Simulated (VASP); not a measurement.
# NaH (Fm-3m) in VASP: a series of runs

Runs on NaH. Level: PBEsol. Tasks: single point, relaxation of cell and atoms.

All numbers are computed with VASP 6.6.1; they aren't measurements. Logs are shortened: lines on timing, memory, paths and dates and some standing lists are left out, and cuts for length are marked.

## Step 1: The cell of the first run

It takes space group Fm-3m (No. 225, cubic). Conventional cell: a = 4.791 Å, b = 4.791 Å, c = 4.791 Å, α = 90.00°, β = 90.00°, γ = 90.00°. Na (site symmetry m-3m) has 6 H at 2.40 Å within 3.2 Å. H (site symmetry m-3m) has 6 Na at 2.40 Å within 3.2 Å.

## Step 2: Single point, PBEsol

The input, INCAR:

```
ALGO     = Normal         # electronic algorithm
EDIFF    = 1E-6           # SCF threshold, eV
ENCUT    = 500            # plane-wave cutoff, eV
GGA      = PS             # functional
GGA_COMPAT= False        
ISIF     = 2              # what is computed and relaxed
ISMEAR   = 0              # smearing method
LASPH    = True           # aspherical terms in the spheres
LCHARG   = False          # write CHGCAR
LREAL    = False          # projectors in reciprocal space
LWAVE    = False          # write WAVECAR
NBANDS   = 11             # bands
NELM     = 120            # most SCF steps
PREC     = Accurate       # precision mode
SIGMA    = 0.01           # smearing width, eV
```

The input, KPOINTS:

```
k-points
0
Gamma
  8 8 8
```

The input, POSCAR:

```
NaH
1.0
    0.0000000000      2.3956887629      2.3956887629
    2.3956887629      0.0000000000      2.3956887629
    2.3956887629      2.3956887629      0.0000000000
Na H
1 1
Direct
    0.0000000000      0.0000000000      0.0000000000
    0.5000000000      0.5000000000      0.5000000000
```

Potentials or basis: VASP PAW PBE potentials, release 64 (Na_pv, H).

Started as:

```bash
$ cat potpaw_PBE.64/Na_pv/POTCAR potpaw_PBE.64/H/POTCAR > POTCAR
$ mpirun -np 1 vasp_std > vasp.out
```

OUTCAR:

```text
EDIFF = 1E-6
   ENCUT = 500
   GGA = PS
   ISIF = 2
   ISMEAR = 0
   LASPH = True
   LREAL = False
   NELM = 120
   PREC = Accurate

 ion  position               nearest neighbor table
   1  0.000  0.000  0.000-
   2  0.500  0.500  0.500-

  LATTYP: Found a face centered cubic cell.
 ALAT       =     4.7913775258

  Lattice vectors:

 A1 = (   0.0000000000,   2.3956887629,   2.3956887629)
 A2 = (   2.3956887629,   0.0000000000,   2.3956887629)
 A3 = (   2.3956887629,   2.3956887629,   0.0000000000)

Analysis of symmetry for initial positions (statically):
=====================================================================
 Subroutine PRICEL returns:
 Original cell was already a primitive cell.

 Routine SETGRP: Setting up the symmetry group for a
 face centered cubic supercell.

 Subroutine GETGRP returns: Found 48 space group operations
 (whereof 48 operations were pure point group operations)
 out of a pool of 48 trial point group operations.

The static configuration has the point symmetry O_h .

Analysis of symmetry for dynamics (positions and initial velocities):
=====================================================================
 Subroutine PRICEL returns:
 Original cell was already a primitive cell.

 Routine SETGRP: Setting up the symmetry group for a
 face centered cubic supercell.

 Subroutine GETGRP returns: Found 48 space group operations
 (whereof 48 operations were pure point group operations)
 out of a pool of 48 trial point group operations.

The dynamic configuration has the point symmetry O_h .

 Subroutine INISYM returns: Found 48 space group operations
 (whereof 48 operations are pure point group operations),
 and found     1 'primitive' translations

----------------------------------------------------------------------------------------

                                     Primitive cell

  volume of cell :      27.4993

  direct lattice vectors                    reciprocal lattice vectors
     0.000000000  2.395688763  2.395688763    -0.208708246  0.208708246  0.208708246
     2.395688763  0.000000000  2.395688763     0.208708246 -0.208708246  0.208708246
     2.395688763  2.395688763  0.000000000     0.208708246  0.208708246 -0.208708246

  length of vectors
     3.388015540  3.388015540  3.388015540     0.361493286  0.361493286  0.361493286

  position of ions in fractional coordinates (direct lattice)
     0.000000000  0.000000000  0.000000000
     0.500000000  0.500000000  0.500000000

  ion indices of the primitive-cell ions
   primitive index   ion index
                 1           1
                 2           2

----------------------------------------------------------------------------------------

 KPOINTS: k-points

Automatic generation of k-mesh.
 Grid dimensions read from file:
 generate k-points for:    8    8    8

 Generating k-lattice:

  Cartesian coordinates                     Fractional coordinates (reciprocal lattice)
    -0.026088531  0.026088531  0.026088531     0.125000000  0.000000000  0.000000000
     0.026088531 -0.026088531  0.026088531     0.000000000  0.125000000  0.000000000
     0.026088531  0.026088531 -0.026088531     0.000000000  0.000000000  0.125000000

  Length of vectors
     0.045186661  0.045186661  0.045186661

  Shift w.r.t. Gamma in fractional coordinates (k-lattice)
     0.000000000  0.000000000  0.000000000

 Subroutine IBZKPT returns following result:
 ===========================================

 Found     29 irreducible k-points:

 Following reciprocal coordinates:
            Coordinates               Weight
  0.000000  0.000000  0.000000      1.000000
  0.125000  0.000000  0.000000      8.000000
  0.250000  0.000000  0.000000      8.000000
  0.375000  0.000000  0.000000      8.000000
  0.500000  0.000000  0.000000      4.000000
  0.125000  0.125000  0.000000      6.000000
[... 16 lines left out ...]
  0.500000  0.250000  0.125000     48.000000
 -0.375000  0.250000  0.125000     24.000000
 [... further k-points ...]
   k-points           NKPTS =     29   k-points in BZ     NKDIM =     29   number of bands    NBANDS=     11
   number of dos      NEDOS =    301   number of ions     NIONS =      2
   total plane-waves  NPLWV =  21952
   dimension x,y,z NGX =    28 NGY =   28 NGZ =   28
   dimension x,y,z NGXF=    56 NGYF=   56 NGZF=   56
   ions per type =               1   1
   NGX,Y,Z   is equivalent  to a cutoff of  13.74, 13.74, 13.74 a.u.
   NGXF,Y,Z  is equivalent  to a cutoff of  27.48, 27.48, 27.48 a.u.
 SYSTEM =  unknown system
   PREC   = accura    normal or accurate (medium, high low for compatibility)
   ISTART =      0    job   : 0-new  1-cont  2-samecut
   ICHARG =      2    charge: 1-file 2-atom 10-const
   ISPIN  =      1    spin polarized calculation?
   LNONCOLLINEAR =      F non collinear calculations
   LSORBIT =      F    spin-orbit coupling
   LASPH  =      T    aspherical Exc in radial PAW
   ENCUT  =  500.0 eV  36.75 Ry    6.06 a.u.   6.18  6.18  6.18*2*pi/ulx,y,z
   NELM   =    120;   NELMIN=  2; NELMDL= -5     # of ELM steps
   EDIFF  = 0.1E-05   stopping-criterion for ELM
   LREAL  =      F    real-space projection
[... 7 lines left out ...]
   TEBEG  =    0.0;   TEEND  =   0.0 temperature during run
   PSTRESS=    0.0 pullay stress
   NELECT =       8.0000    total number of electrons
   NUPDOWN=      -1.0000    fix difference up-down
   EMIN   =  10.00;   EMAX   =-10.00  energy-range for DOS
   EFERMI =   0.00;   METHOD = LEGACY
   ISMEAR =     0;   SIGMA  =   0.01  broadening in eV -4-tet -1-fermi 0-gaus
   EFERMI_NEDOS =   21; number of points for ismear=-14 and -15
   IALGO  =     38    algorithm
   IMIX   =      4    mixing-type and parameters
     AMIX     =   0.40;   BMIX     =  1.00
     AMIX_MAG =   1.60;   BMIX_MAG =  1.00
  volume/ion in A,a.u.               =      13.75        92.79
  Fermi-wavevector in a.u.,A,eV,Ry     =   1.084754  2.049887 16.009844  1.176690
  Thomas-Fermi vector in A             =   2.220851
   LORBIT       =      0    0 simple, 1 ext, 2 COOP (PROOUT), +10 PAW based schemes
   GGA     = PS    functional components
   LHFCALC =     F    Hartree Fock is set to
   AEXX    =    0.0000 exact exchange contribution
   IVDW    =     0    specifies the selected vdW correction
   LEPSILON=     F    determine dielectric tensor
   LRPA    =     F    only Hartree local field effects (RPA)
 non-spin polarized calculation
 Gauss-broadening in eV      SIGMA  =   0.01
  energy-cutoff  :      500.00
  volume of cell :       27.50
 maximum number of plane-waves:       725
 NGX is ok and might be reduce to    28
   NGX = 13   NGY = 13   NGZ = 13

 number of electron       7.9999992 magnetization

 Free energy of the ion-electron system (eV)
  ---------------------------------------------------
  ext. energy  EPLUGINS =         0.00000000
  ---------------------------------------------------
  free energy    TOTEN  =        -5.08582535 eV

  energy without entropy =       -5.08582535  energy(sigma->0) =       -5.08582535

 E-fermi :  -0.9615     XC(G=0):  -7.9781

 val. band max:       -1.0111187485   @ k =  -0.2500   0.5000   0.2500
 cond. band min:       2.5929290052   @ k =   0.5000   0.0000   0.0000
 fundamental gap:      3.6040477536
 Fermi energy:        -0.9614719720

 k-point     1 :       0.0000    0.0000    0.0000
  band No.  band energies     occupation
      1     -22.9670      2.00000
      2     -22.9670      2.00000
      3     -22.9670      2.00000
      4      -4.8095      2.00000
      5       9.6294      0.00000
      6      14.5759      0.00000
      7      14.5759      0.00000
      8      14.5759      0.00000
      9      15.5877      0.00000
     10      15.5877      0.00000
     11      15.5877      0.00000

 k-point     2 :       0.1250    0.0000    0.0000
  band No.  band energies     occupation
      1     -22.9826      2.00000
      2     -22.9688      2.00000
      3     -22.9688      2.00000
      4      -4.5319      2.00000
      5       8.6808      0.00000
      6      11.9530      0.00000
      7      13.8011      0.00000
      8      13.8011      0.00000
      9      16.5229      0.00000
     10      16.5229      0.00000
     11      16.6360      0.00000

 k-point     3 :       0.2500    0.0000    0.0000
  band No.  band energies     occupation
      1     -23.0202      2.00000
      2     -22.9732      2.00000
      3     -22.9732      2.00000
      4      -3.7418      2.00000
      5       6.2185      0.00000
      6      10.5249      0.00000
      7      13.0090      0.00000
      8      13.0090      0.00000
      9      16.4964      0.00000
     10      16.4964      0.00000
     11      17.8920      0.00000

 k-point     4 :       0.3750    0.0000    0.0000
  band No.  band energies     occupation
      1     -23.0571      2.00000
      2     -22.9777      2.00000
      3     -22.9777      2.00000
      4      -2.6266      2.00000
      5       3.7665      0.00000
      6       9.9558      0.00000
      7      12.5323      0.00000
      8      12.5323      0.00000
      9      15.7442      0.00000
     10      15.7442      0.00000
     11      18.2090      0.00000

 k-point     5 :       0.5000    0.0000    0.0000
  band No.  band energies     occupation
      1     -23.0723      2.00000
      2     -22.9795      2.00000
      3     -22.9795      2.00000
      4      -1.9215      2.00000
      5       2.5929      0.00000
      6       9.7936      0.00000
      7      12.3745      0.00000
      8      12.3745      0.00000
      9      15.4536      0.00000
     10      15.4536      0.00000
     11      18.0785      0.00000
[... 211 lines left out ...]
 k-point    21 :       0.5000    0.5000    0.0000
  band No.  band energies     occupation
      1     -23.0608      2.00000
      2     -23.0025      2.00000
      3     -23.0025      2.00000
      4      -1.1995      2.00000
      5       3.4482      0.00000
      6       8.8556      0.00000
      7       9.6443      0.00000
      8       9.6443      0.00000
      9      10.9545      0.00000
     10      23.1110      0.00000
     11      24.8385      0.00000

 k-point    22 :       0.3750    0.2500    0.1250
  band No.  band energies     occupation
      1     -23.0286      2.00000
      2     -22.9915      2.00000
      3     -22.9792      2.00000
      4      -3.1030      2.00000
      5       5.8650      0.00000
      6       8.1085      0.00000
      7      11.2487      0.00000
      8      14.0877      0.00000
      9      14.5487      0.00000
     10      17.1619      0.00000
     11      19.8244      0.00000

 k-point    23 :       0.5000    0.2500    0.1250
  band No.  band energies     occupation
      1     -23.0479      2.00000
      2     -23.0023      2.00000
      3     -22.9848      2.00000
      4      -2.1134      2.00000
      5       4.2921      0.00000
      6       6.9635      0.00000
      7      10.3680      0.00000
      8      14.0680      0.00000
      9      15.3445      0.00000
     10      17.4209      0.00000
     11      19.6073      0.00000

 k-point    24 :      -0.3750    0.2500    0.1250
  band No.  band energies     occupation
      1     -23.0562      2.00000
      2     -23.0056      2.00000
      3     -22.9879      2.00000
      4      -1.5284      2.00000
      5       3.3852      0.00000
      6       6.7146      0.00000
      7      10.0082      0.00000
      8      14.0072      0.00000
      9      15.2194      0.00000
     10      18.4970      0.00000
     11      20.6442      0.00000

 [... further k-points ...]

------------------------ aborting loop because EDIFF is reached ----------------------------------------

  FORCE on cell =-STRESS in cart. coord.  units (eV):
  Direction    XX          YY          ZZ          XY          YZ          ZX
  --------------------------------------------------------------------------------------
  -------------------------------------------------------------------------------------
  Total       -0.0094945     -0.0094945     -0.0094945     -0.0000000      0.0000000      0.0000000
  in kB       -0.5531736     -0.5531736     -0.5531736     -0.0000000      0.0000000      0.0000000
  external PRESSURE =      -0.5531736 kB  Pullay stress =       0.0000000 kB

 VOLUME and BASIS-vectors are now :
 -----------------------------------------------------------------------------
  energy-cutoff  :      500.00
  volume of cell :       27.50
      direct lattice vectors                 reciprocal lattice vectors
     0.000000000  2.395688763  2.395688763    -0.208708246  0.208708246  0.208708246
     2.395688763  0.000000000  2.395688763     0.208708246 -0.208708246  0.208708246
     2.395688763  2.395688763  0.000000000     0.208708246  0.208708246 -0.208708246

 POSITION                                       TOTAL-FORCE (eV/Angst)
 -----------------------------------------------------------------------------------
      0.00000      0.00000      0.00000         0.000000      0.000000      0.000000
      2.39569      2.39569      2.39569        -0.000000      0.000000     -0.000000
 -----------------------------------------------------------------------------------
    total drift:                               -0.000000     -0.000000     -0.000000

  FREE ENERGIE OF THE ION-ELECTRON SYSTEM (eV)
  ---------------------------------------------------
  free  energy   TOTEN  =        -5.0858253465 eV

  energy  without entropy=       -5.0858253465  energy(sigma->0) =       -5.08582535
```

It took 15 s on 1 thread of Intel Xeon 8259CL, shared host; peak memory 0.15 GiB.

What came out:

| Quantity | Value |
| --- | --- |
| Free energy | -5.0858 eV |
| Pressure | -0.1 GPa |
| Band gap on the k mesh | 3.60 eV (least direct gap 4.51 eV) |

Caveat: the PAW data sets were made with another functional, which shifts forces and pressure a little. A k mesh can miss the band edges.

[end of part 1 of 2]
